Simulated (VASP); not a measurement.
Set up this calculation in VASP 6.6.1, as the native input.

```yaml
Task: single point
Functional: PBEsol
Potentials_or_basis: VASP PAW PBE potentials, release 64 (Ir)
Cutoff: 520 eV
k_mesh: 12 × 12 × 7
Occupations: fermi-dirac, width 0.1 eV
Spin: no spin polarisation
Dipole_correction: no
Further_INCAR_settings: ALGO = Normal; EDIFF = 1e-06; NBANDS = 16
```

The structure of Ir lies in POSCAR:

```
Ir
1.0
    2.7141946308      0.0000000000      0.0000000000
   -1.3570973154      2.3505565929      0.0000000000
    0.0000000000      0.0000000000      4.4019813909
Ir
2
Direct
    0.6666666667      0.3333333333      0.7500000000
    0.3333333333      0.6666666667      0.2500000000
```

These files were run (other wordings do the same):

INCAR

```
PREC     = Accurate       # precision mode
ENCUT    = 520            # plane-wave cutoff, eV
EDIFF    = 1E-6           # SCF threshold, eV
ISMEAR   = -1             # smearing method
SIGMA    = 0.1            # smearing width, eV
LREAL    = False          # projectors in reciprocal space
LASPH    = True           # aspherical terms in the spheres
NELM     = 60             # most SCF steps
ALGO     = Normal         # electronic algorithm
ISIF     = 2              # what is computed and relaxed
LWAVE    = False          # write WAVECAR
LCHARG   = False          # write CHGCAR
GGA      = PS             # functional
NBANDS   = 16             # bands
```

KPOINTS

```
Automatic mesh
0
Gamma
  12 12 7
```

Potentials or basis: VASP PAW PBE potentials, release 64 (Ir).

The run is started by

```bash
$ cat potpaw_PBE.64/Ir/POTCAR > POTCAR
$ mpirun -np 1 vasp_std > vasp.out
```

Results of the run:

| Item | Value |
| --- | --- |
| Pressure | 3.1 GPa |
| Band gap on the k mesh | zero (band 9 reaches 11.50 eV, above the bottom of band 10 at 8.10 eV) |

Caveat: the PAW data sets were made with another functional, which shifts forces and pressure a little; spin-orbit coupling is left out, which moves the levels of the heavy elements.

Wall time 40 s on 1 thread of Intel Xeon 8259CL (shared host), peak memory 0.16 GiB.
